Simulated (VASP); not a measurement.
# Au (P6_3/mmc) in VASP: further runs, part 2 of 2

VASP 6.6.1.

### Step 4. Electric field gradients, PBEsol (volume scaled by 0.97)

Contents of INCAR:

```
SYSTEM = Au
PREC = Accurate
ENCUT = 400
EDIFF = 1E-8
ISMEAR = -1
SIGMA = 0.03
LREAL = .FALSE.
LASPH = .TRUE.
NELM = 120
ALGO = Normal
ISIF = 2
LWAVE = .FALSE.
LCHARG = .FALSE.
GGA = PS
LEFG = .TRUE.
NBANDS = 26
GGA_COMPAT = .FALSE.
```

Contents of KPOINTS:

```
Automatic mesh
0
G
  14 14 8
  0 0 0
```

Contents of POSCAR:

```
Au
1.0
    2.8707034943      0.0000000000      0.0000000000
   -1.4353517471      2.4861021528      0.0000000000
    0.0000000000      0.0000000000      4.8307037003
Au
2
Direct
    0.3333333333      0.6666666667      0.7500000000
    0.6666666667      0.3333333333      0.2500000000
```

Potentials or basis: VASP PAW PBE potentials, release 64 (Au_sv_GW).

Run with:

```sh
$ cat potpaw_PBE.64/Au_sv_GW/POTCAR > POTCAR
$ mpirun -np 1 vasp_std > vasp.out
```

OUTCAR:

```text
SYSTEM = Au
   PREC = Accurate
   ENCUT = 400
   EDIFF = 1E-8
   ISMEAR = -1
   LREAL = .FALSE.
   LASPH = .TRUE.
   NELM = 120
   ISIF = 2
   GGA = PS

 ion  position               nearest neighbor table
   1  0.333  0.667  0.750-   2 2.93   2 2.93   2 2.93   2 2.93   2 2.93   2 2.93
   2  0.667  0.333  0.250-   1 2.93   1 2.93   1 2.93   1 2.93   1 2.93   1 2.93

  LATTYP: Found a hexagonal cell.
 ALAT       =     2.8707034943
 C/A-ratio  =     1.6827595430

  Lattice vectors:

 A1 = (   2.8707034943,   0.0000000000,   0.0000000000)
 A2 = (  -1.4353517471,   2.4861021528,   0.0000000000)
 A3 = (   0.0000000000,   0.0000000000,   4.8307037003)

Analysis of symmetry for initial positions (statically):
=====================================================================
 Subroutine PRICEL returns:
 Original cell was already a primitive cell.

 Routine SETGRP: Setting up the symmetry group for a
 hexagonal supercell.
[... 887 lines left out ...]
  volume of cell :       34.48
      direct lattice vectors                 reciprocal lattice vectors
     2.870703494  0.000000000  0.000000000     0.348346669  0.201118043  0.000000000
    -1.435351747  2.486102153  0.000000000     0.000000000  0.402236086  0.000000000
     0.000000000  0.000000000  4.830703700     0.000000000  0.000000000  0.207009178

 POSITION                                       TOTAL-FORCE (eV/Angst)
 -----------------------------------------------------------------------------------
     -0.00000      1.65740      3.62303         0.000000     -0.000000      0.000000
      1.43535      0.82870      1.20768        -0.000000      0.000000      0.000000
 -----------------------------------------------------------------------------------
    total drift:                               -0.000000      0.000000     -0.000000

  FREE ENERGIE OF THE ION-ELECTRON SYSTEM (eV)
  ---------------------------------------------------
  free  energy   TOTEN  =        -6.5871715254 eV

  energy  without entropy=       -6.5834187557  energy(sigma->0) =       -6.58529514

 Electric field gradients (V/A^2)
---------------------------------------------------------------------
 ion       V_xx      V_yy      V_zz      V_xy      V_xz      V_yz
---------------------------------------------------------------------
   1      -9.948    -9.944    19.893     0.003     0.000    -0.000
   2      -9.948    -9.944    19.893     0.003    -0.000     0.000
---------------------------------------------------------------------

 Electric field gradients after diagonalization (V/A^2)
 (convention: |V_zz| > |V_xx| > |V_yy|)
----------------------------------------------------------------------
 ion       V_xx      V_yy      V_zz     asymmetry (V_yy - V_xx)/ V_zz
----------------------------------------------------------------------
   1      -9.950    -9.943    19.893       0.000
   2      -9.950    -9.943    19.893       0.000
----------------------------------------------------------------------

           NMR quadrupolar parameters

 Cq : quadrupolar parameter    Cq=e*Q*V_zz/h
 eta: asymmetry parameters     (V_yy - V_xx)/ V_zz
 Q  : nuclear electric quadrupole moment in mb (millibarn)
----------------------------------------------------------------------
 ion       Cq(MHz)       eta       Q (mb)
----------------------------------------------------------------------
   1       0.048       0.000       1.000
   2       0.048       0.000       1.000
----------------------------------------------------------------------
```

stdout:

```text
POSCAR found type information on POSCAR Au
 POSCAR found :  1 types and       2 ions
 scaLAPACK will be used
 -----------------------------------------------------------------------------
|                                                                             |
|                                                                             |
|     You enforced a specific xc type in the INCAR file but a different       |
|     I HOPE YOU KNOW WHAT YOU ARE DOING!                                     |
|                                                                             |
 -----------------------------------------------------------------------------

 LDA part: xc-table for (Slater+PW92), standard interpolation
 POSCAR, INCAR and KPOINTS ok, starting setup
 FFT: planning ... GRIDC
 FFT: planning ... GRID_SOFT
 FFT: planning ... GRID
 WAVECAR not read
 entering main loop
ion   1

ion   2
```

Wall time 46 s (1 thread of Intel Xeon Platinum 8559C (Emerald Rapids), shared host); peak memory 0.18 GiB.

Results:

```yaml
Free_energy: -6.5872 eV
Pressure: -6.0 GPa
Band_gap_on_the_k_mesh: zero (band 19 reaches 12.31 eV, above the bottom of band 20 at 5.81 eV)
```

Levels at points of the mesh, in eV from the Fermi level:
```
           k point  band 15  band 16  band 17  band 18  band 19  band 20  band 21  band 22  band 23  band 24
(0.00, 0.00, 0.00)    -4.20    -3.50    -3.50    -2.16    -2.16    -1.14     2.61    14.57    15.64    16.73
(0.50, 0.00, 0.00)    -3.66    -1.93    -1.84    -1.66     0.37     1.57     5.71     7.24     7.27    10.34
(0.00, 0.00, 0.50)    -4.54    -4.54    -2.61    -2.61    -2.61    -2.61    10.52    10.52    14.87    14.87
(0.50, 0.00, 0.50)    -2.40    -2.40    -1.73    -1.73     0.46     0.46     3.93     3.93    13.15    13.15
```

Electric field gradients, principal values (V/Å²):
```csv
atom,least,middle,greatest (by size)
1 Au,-9.943,-9.950,19.893
2 Au,-9.943,-9.950,19.893
```

Caveat: without QUAD_EFG the Cq values of the log hold for a quadrupole moment of 1 mb, not for the nuclei; the PAW data sets were made with another functional, which shifts forces and pressure a little; spin-orbit coupling is left out, which moves the levels of the heavy elements.

### Step 5. Summary

```tsv
potentials or basis	cell	cutoff (eV)	second run	gap on the mesh (eV)	pressure (GPa)
VASP PAW PBE potentials, release 64 (Au)	a = 2.919, b = 2.919, c = 4.912 Å, angles 90.0, 90.0, 120.0°, 2 atoms	520	-	none	-9.0
VASP PAW PBE potentials, release 64 (Au_sv_GW)	a = 2.841, b = 2.841, c = 4.781 Å, angles 90.0, 90.0, 120.0°, 2 atoms	400	valence_matched	none	-0.7
VASP PAW PBE potentials, release 64 (Au_sv_GW)	a = 2.871, b = 2.871, c = 4.831 Å, angles 90.0, 90.0, 120.0°, 2 atoms	400	valence_matched	none	-6.0
```

Alike in all rows: task electric field gradients; level PBEsol; no spin polarisation; k mesh 14 × 14 × 8; smearing fermi-dirac 0.03 eV.

Caveats: the PAW data sets were made with another functional, which shifts forces and pressure a little; spin-orbit coupling is left out, which moves the levels of the heavy elements.

Total energies depend on the potentials used, so only differences within one code and one set of settings carry meaning.
